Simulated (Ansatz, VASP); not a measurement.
Two plane-wave programs on ZnS

```
Zn S
1.0
     0.00000    2.67777    2.67777
     2.67777    0.00000    2.67777
     2.67777    2.67777    0.00000
Zn S
1 1
Direct
  0.25000 0.25000 0.25000
  0.00000 0.00000 0.00000
```

Alike in both runs: task single point; functional PBEsol; k mesh 6 × 6 × 6; occupations gaussian, width 0.02 eV; no spin polarisation.

```csv
,VASP,Ansatz
version,VASP 6.6.1,Ansatz 0.2.0
potentials or method,"VASP PAW PBE potentials, release 64 (Zn, S), cutoff 500 eV","scalar-relativistic, plane waves, PAW"
valence electrons in the cell,18,18
```

VASP gave:

```
gap on the k mesh at the Fermi level (eV) : 2.09
least direct gap on the mesh (eV)         : 2.09
pressure (GPa)                            : 0.3
```

Question: Which values does Ansatz return?

Answer: gap on the k mesh at the Fermi level (eV): 2.09; least direct gap on the mesh (eV): 2.09; pressure (GPa): 0.1.

VASP's potentials were made for PBE, not for PBEsol.
